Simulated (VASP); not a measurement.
# CdTe (F-43m) in VASP: notebook, part 2 of 2

VASP 6.6.1.

## 3. Single point, PBE

INCAR reads:

```
SYSTEM = CdTe
ALGO = Normal
EDIFF = 1E-7
ENCUT = 520
GGA = PE
ISIF = 2
ISMEAR = -1
LASPH = .True.
LCHARG = .True.
LELF = .True.
LREAL = .False.
LVHAR = .True.
LWAVE = .False.
NBANDS = 16
NELM = 80
PREC = Accurate
SIGMA = 0.05
```

KPOINTS reads:

```
k-points
0
Gamma
  7 7 7
  0 0 0
```

POSCAR reads:

```
CdTe
1.0
    0.0000000000      3.2050000000      3.2050000000
    3.2050000000      0.0000000000      3.2050000000
    3.2050000000      3.2050000000      0.0000000000
Te Cd
1 1
Direct
    0.7500000000      0.7500000000      0.7500000000
    0.0000000000      0.0000000000      0.0000000000
```

Potentials or basis: VASP PAW PBE potentials, release 64 (Te, Cd).

Launch:

```bash
> cat potpaw_PBE.64/Te/POTCAR potpaw_PBE.64/Cd/POTCAR > POTCAR
> mpirun -np 1 vasp_std > vasp.out
```

OUTCAR:

```text
SYSTEM = CdTe
   EDIFF = 1E-7
   ENCUT = 520
   GGA = PE
   ISIF = 2
   ISMEAR = -1
   LASPH = .True.
   LREAL = .False.
   NELM = 80
   PREC = Accurate

 ion  position               nearest neighbor table
   1  0.750  0.750  0.750-   2 2.78   2 2.78   2 2.78   2 2.78
   2  0.000  0.000  0.000-   1 2.78   1 2.78   1 2.78   1 2.78

  LATTYP: Found a face centered cubic cell.
 ALAT       =     6.4100000000

  Lattice vectors:

 A1 = (   0.0000000000,   3.2050000000,   3.2050000000)
 A2 = (   3.2050000000,   0.0000000000,   3.2050000000)
 A3 = (   3.2050000000,   3.2050000000,   0.0000000000)

Analysis of symmetry for initial positions (statically):
=====================================================================
 Subroutine PRICEL returns:
 Original cell was already a primitive cell.

 Routine SETGRP: Setting up the symmetry group for a
 face centered cubic supercell.

 Subroutine GETGRP returns: Found 24 space group operations
 (whereof 24 operations were pure point group operations)
 out of a pool of 48 trial point group operations.

The static configuration has the point symmetry T_d .

Analysis of symmetry for dynamics (positions and initial velocities):
=====================================================================
 Subroutine PRICEL returns:
 Original cell was already a primitive cell.

 Routine SETGRP: Setting up the symmetry group for a
 face centered cubic supercell.

 Subroutine GETGRP returns: Found 24 space group operations
 (whereof 24 operations were pure point group operations)
 out of a pool of 48 trial point group operations.

The dynamic configuration has the point symmetry T_d .

 Subroutine INISYM returns: Found 24 space group operations
 (whereof 24 operations are pure point group operations),
 and found     1 'primitive' translations

----------------------------------------------------------------------------------------

                                     Primitive cell

  volume of cell :      65.8437

  direct lattice vectors                    reciprocal lattice vectors
     0.000000000  3.205000000  3.205000000    -0.156006240  0.156006240  0.156006240
     3.205000000  0.000000000  3.205000000     0.156006240 -0.156006240  0.156006240
     3.205000000  3.205000000  0.000000000     0.156006240  0.156006240 -0.156006240

  length of vectors
     4.532554467  4.532554467  4.532554467     0.270210734  0.270210734  0.270210734

  position of ions in fractional coordinates (direct lattice)
     0.750000000  0.750000000  0.750000000
     0.000000000  0.000000000  0.000000000

  ion indices of the primitive-cell ions
   primitive index   ion index
                 1           1
                 2           2

----------------------------------------------------------------------------------------

 KPOINTS: k-points

Automatic generation of k-mesh.
 Grid dimensions read from file:
 generate k-points for:    7    7    7

 Generating k-lattice:

  Cartesian coordinates                     Fractional coordinates (reciprocal lattice)
    -0.022286606  0.022286606  0.022286606     0.142857143  0.000000000  0.000000000
     0.022286606 -0.022286606  0.022286606     0.000000000  0.142857143  0.000000000
     0.022286606  0.022286606 -0.022286606     0.000000000  0.000000000  0.142857143

  Length of vectors
     0.038601533  0.038601533  0.038601533

  Shift w.r.t. Gamma in fractional coordinates (k-lattice)
     0.000000000  0.000000000  0.000000000

 Subroutine IBZKPT returns following result:
 ===========================================

 Found     20 irreducible k-points:

 Following reciprocal coordinates:
            Coordinates               Weight
  0.000000  0.000000  0.000000      1.000000
  0.142857  0.000000  0.000000      8.000000
  0.285714  0.000000  0.000000      8.000000
  0.428571  0.000000  0.000000      8.000000
  0.142857  0.142857  0.000000      6.000000
  0.285714  0.142857  0.000000     24.000000
[... 12 lines left out ...]
 -0.428571  0.428571  0.142857     24.000000
 -0.285714  0.428571  0.142857     24.000000
   k-points           NKPTS =     20   k-points in BZ     NKDIM =     20   number of bands    NBANDS=     16
   number of dos      NEDOS =    301   number of ions     NIONS =      2
   total plane-waves  NPLWV =  46656
   dimension x,y,z NGX =    36 NGY =   36 NGZ =   36
   dimension x,y,z NGXF=    72 NGYF=   72 NGZF=   72
   ions per type =               1   1
   NGX,Y,Z   is equivalent  to a cutoff of  13.20, 13.20, 13.20 a.u.
   NGXF,Y,Z  is equivalent  to a cutoff of  26.41, 26.41, 26.41 a.u.
 SYSTEM =  CdTe
   PREC   = accura    normal or accurate (medium, high low for compatibility)
   ISTART =      0    job   : 0-new  1-cont  2-samecut
   ICHARG =      2    charge: 1-file 2-atom 10-const
   ISPIN  =      1    spin polarized calculation?
   LNONCOLLINEAR =      F non collinear calculations
   LSORBIT =      F    spin-orbit coupling
   LASPH  =      T    aspherical Exc in radial PAW
   ENCUT  =  520.0 eV  38.22 Ry    6.18 a.u.   8.43  8.43  8.43*2*pi/ulx,y,z
   NELM   =     80;   NELMIN=  2; NELMDL= -5     # of ELM steps
   EDIFF  = 0.1E-06   stopping-criterion for ELM
   LREAL  =      F    real-space projection
   EDIFFG = 0.1E-05   stopping-criterion for IOM
   NSW    =      0    number of steps for IOM
   IBRION =     -1    ionic relax: 0-MD 1-quasi-New 2-CG
   NFREE  =      0    steps in history (QN), initial steepest desc. (CG)
   ISIF   =      2    stress and relaxation
   ISYM   =      2    0-nonsym 1-usesym 2-fastsym
   POTIM  = 0.5000    time-step for ionic-motion
   TEBEG  =    0.0;   TEEND  =   0.0 temperature during run
   PSTRESS=    0.0 pullay stress
   NELECT =      18.0000    total number of electrons
   NUPDOWN=      -1.0000    fix difference up-down
   EMIN   =  10.00;   EMAX   =-10.00  energy-range for DOS
   EFERMI =   0.00;   METHOD = LEGACY
   ISMEAR =    -1;   SIGMA  =   0.05  broadening in eV -4-tet -1-fermi 0-gaus
   EFERMI_NEDOS =   21; number of points for ismear=-14 and -15
   IALGO  =     38    algorithm
   IMIX   =      4    mixing-type and parameters
     AMIX     =   0.40;   BMIX     =  1.00
     AMIX_MAG =   1.60;   BMIX_MAG =  1.00
  volume/ion in A,a.u.               =      32.92       222.17
  Fermi-wavevector in a.u.,A,eV,Ry     =   1.062497  2.007828 15.359610  1.128899
  Thomas-Fermi vector in A             =   2.197950
   LORBIT       =      0    0 simple, 1 ext, 2 COOP (PROOUT), +10 PAW based schemes
   GGA     = PE    functional components
   LHFCALC =     F    Hartree Fock is set to
   AEXX    =    0.0000 exact exchange contribution
   IVDW    =     0    specifies the selected vdW correction
   LEPSILON=     F    determine dielectric tensor
   LRPA    =     F    only Hartree local field effects (RPA)
 non-spin polarized calculation
  energy-cutoff  :      520.00
  volume of cell :       65.84
 maximum number of plane-waves:      1807
 NGX is ok and might be reduce to    36
   NGX = 17   NGY = 17   NGZ = 17

 number of electron      17.9999995 magnetization

 Free energy of the ion-electron system (eV)
  ---------------------------------------------------
  ext. energy  EPLUGINS =         0.00000000
  ---------------------------------------------------
  free energy    TOTEN  =        -4.72525200 eV

  energy without entropy =       -4.72525026  energy(sigma->0) =       -4.72525113

 E-fermi :   3.1229     XC(G=0):  -8.7314

 val. band max:        2.6555524635   @ k =   0.0000   0.0000   0.0000
 cond. band min:       3.5285777717   @ k =   0.0000   0.0000   0.0000
 fundamental gap:      0.8730253082
 Fermi energy:         3.1229278930

 k-point     1 :       0.0000    0.0000    0.0000
  band No.  band energies     occupation
      1      -8.7128      2.00000
      2      -5.7524      2.00000
      3      -5.7524      2.00000
      4      -5.7524      2.00000
      5      -5.4666      2.00000
      6      -5.4666      2.00000
[... 8 lines left out ...]
     15      12.0698      0.00000
     16      12.0698      0.00000
[... 343 lines left out ...]
 k-point    20 :      -0.2857    0.4286    0.1429
  band No.  band energies     occupation
      1      -8.1667      2.00000
      2      -5.6271      2.00000
      3      -5.6109      2.00000
      4      -5.5016      2.00000
      5      -5.4635      2.00000
      6      -4.8687      2.00000
[... 8 lines left out ...]
     15      12.9035      0.00000
     16      14.8141      0.00000

------------------------ aborting loop because EDIFF is reached ----------------------------------------

  FORCE on cell =-STRESS in cart. coord.  units (eV):
  Direction    XX          YY          ZZ          XY          YZ          ZX
  --------------------------------------------------------------------------------------
  -------------------------------------------------------------------------------------
  Total        1.8072101      1.8072101      1.8072101      0.0000000      0.0000000      0.0000000
  in kB       43.9749266     43.9749266     43.9749266      0.0000000      0.0000000      0.0000000
  external PRESSURE =      43.9749266 kB  Pullay stress =       0.0000000 kB

 VOLUME and BASIS-vectors are now :
 -----------------------------------------------------------------------------
  energy-cutoff  :      520.00
  volume of cell :       65.84
      direct lattice vectors                 reciprocal lattice vectors
     0.000000000  3.205000000  3.205000000    -0.156006240  0.156006240  0.156006240
     3.205000000  0.000000000  3.205000000     0.156006240 -0.156006240  0.156006240
     3.205000000  3.205000000  0.000000000     0.156006240  0.156006240 -0.156006240

 POSITION                                       TOTAL-FORCE (eV/Angst)
 -----------------------------------------------------------------------------------
      4.80750      4.80750      4.80750         0.000000      0.000000      0.000000
      0.00000      0.00000      0.00000        -0.000000     -0.000000     -0.000000
 -----------------------------------------------------------------------------------
    total drift:                                0.000000      0.000000      0.000000

  FREE ENERGIE OF THE ION-ELECTRON SYSTEM (eV)
  ---------------------------------------------------
  free  energy   TOTEN  =        -4.7252520045 eV

  energy  without entropy=       -4.7252502611  energy(sigma->0) =       -4.72525113
```

OSZICAR:

```text
N       E                     dE             d eps       ncg     rms          rms(c)
DAV:   1     0.101381853673E+03    0.10138E+03   -0.82818E+03   640   0.978E+02
DAV:   2    -0.120705889627E+01   -0.10259E+03   -0.97410E+02   760   0.238E+02
DAV:   3    -0.491755820234E+01   -0.37105E+01   -0.37042E+01   792   0.471E+01
DAV:   4    -0.495332669738E+01   -0.35768E-01   -0.35766E-01   952   0.395E+00
DAV:   5    -0.495340756756E+01   -0.80870E-04   -0.80870E-04   840   0.184E-01    0.603E+00
DAV:   6    -0.473989909958E+01    0.21351E+00   -0.36822E-01   744   0.754E+00    0.485E+00
DAV:   7    -0.472403030510E+01    0.15869E-01   -0.11294E-01   760   0.220E+00    0.180E+00
DAV:   8    -0.472485603887E+01   -0.82573E-03   -0.11478E-02   720   0.124E+00    0.495E-01
DAV:   9    -0.472515891695E+01   -0.30288E-03   -0.95539E-04   800   0.336E-01    0.120E-01
DAV:  10    -0.472521584070E+01   -0.56924E-04   -0.11367E-04   808   0.102E-01    0.563E-02
DAV:  11    -0.472525286453E+01   -0.37024E-04   -0.71838E-05   712   0.591E-02    0.336E-02
DAV:  12    -0.472525188505E+01    0.97948E-06   -0.29647E-06   768   0.160E-02    0.212E-02
DAV:  13    -0.472525153621E+01    0.34884E-06   -0.16883E-06   800   0.722E-03    0.402E-03
DAV:  14    -0.472525180337E+01   -0.26716E-06   -0.62108E-07   728   0.442E-03    0.637E-03
DAV:  15    -0.472525191881E+01   -0.11544E-06   -0.13708E-08   688   0.105E-03    0.428E-03
DAV:  16    -0.472525200452E+01   -0.85712E-07   -0.44586E-08   568   0.116E-03
   1 F= -.47252520E+01 E0= -.47252511E+01  d E =-.174342E-05
```

stdout:

```text
POSCAR found type information on POSCAR TeCd
 POSCAR found :  2 types and       2 ions
 scaLAPACK will be used
 LDA part: xc-table for (Slater+PW92), standard interpolation
 POSCAR, INCAR and KPOINTS ok, starting setup
 FFT: planning ... GRIDC
 FFT: planning ... GRID_SOFT
 FFT: planning ... GRID
 WAVECAR not read
 entering main loop
```

It took 21 s on 1 thread of AMD EPYC 9R45 (Zen 5), shared host; peak memory 0.18 GiB.

Results:

```
Free energy            : -4.7253 eV
Pressure               : 4.4 GPa
Band gap on the k mesh : 0.87 eV, direct
```

Caveat: spin-orbit coupling is left out, which moves the levels of the heavy elements.
